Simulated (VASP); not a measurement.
# Zr6GeRu: single point with PBE

The system is Zr6GeRu.

```xyz
8
Lattice="3.4050 0.0000 0.0000 0.0000 3.4050 0.0000 0.0000 0.0000 14.1865" Properties=species:S:1:pos:R:3 pbc="T T T"
Zr    1.7025    1.7025    5.6076
Zr    1.7025    1.7025    8.5789
Zr    1.7025    1.7025   12.6110
Zr    0.0000    0.0000   10.5585
Zr    1.7025    1.7025    1.5755
Zr    0.0000    0.0000    3.6280
Ge    0.0000    0.0000    7.0933
Ru    0.0000    0.0000    0.0000
```

```json
{"Program": "VASP 6.6.1", "Task": "single point", "Functional": "PBE", "Potentials or basis": "VASP PAW PBE potentials, release 64 (Zr_sv, Ge_d, Ru_pv)", "Cutoff": "620 eV", "k mesh": "5 × 5 × 2", "Occupations": "gaussian, width 0.2 eV", "Spin": "no spin polarisation", "Dipole correction": "no", "Second try": "not_converged", "Further INCAR settings": "ALGO = All; EDIFF = 1e-06; NBANDS = 60"}
```

```
Pressure               : -0.1 GPa
Largest force          : 0.069 eV/Å
Band gap on the k mesh : zero (bands 50 and 51 overlap by 0.56 eV)
```

Forces in eV/Å, atoms in the order of the input:
```
Zr   0.000  0.000 -0.069
Zr   0.000  0.000  0.069
Zr   0.000  0.000  0.004
Zr   0.000  0.000 -0.044
Zr   0.000  0.000 -0.004
Zr   0.000  0.000  0.044
Ge   0.000  0.000  0.000
Ru   0.000  0.000  0.000
```

Stress tensor (GPa, compression positive):
```
-0.04  0.00  0.00
 0.00 -0.04  0.00
 0.00  0.00 -0.37
```

Levels at points of the mesh, in eV from the Fermi level:
| k point | band 46 | band 47 | band 48 | band 49 | band 50 | band 51 | band 52 | band 53 | band 54 | band 55 |
| --- | --- | --- | --- | --- | --- | --- | --- | --- | --- | --- |
| (0.00, 0.00, 0.00) | -1.31 | -0.46 | -0.32 | -0.32 | -0.15 | 1.00 | 1.00 | 1.34 | 1.35 | 1.43 |
| (0.00, 0.00, 0.50) | -1.23 | -0.83 | -0.31 | -0.31 | 0.30 | 0.92 | 0.92 | 1.08 | 1.58 | 1.58 |

Wall time 2.4 min on 4 MPI ranks on Intel(R) Xeon(R) Platinum 8488C (Sapphire Rapids) (shared host), peak memory 0.48 GiB a rank.

Caveat: the k points lie up to 0.37 Å⁻¹ apart, too coarse for converged energies and pressures of a metal.
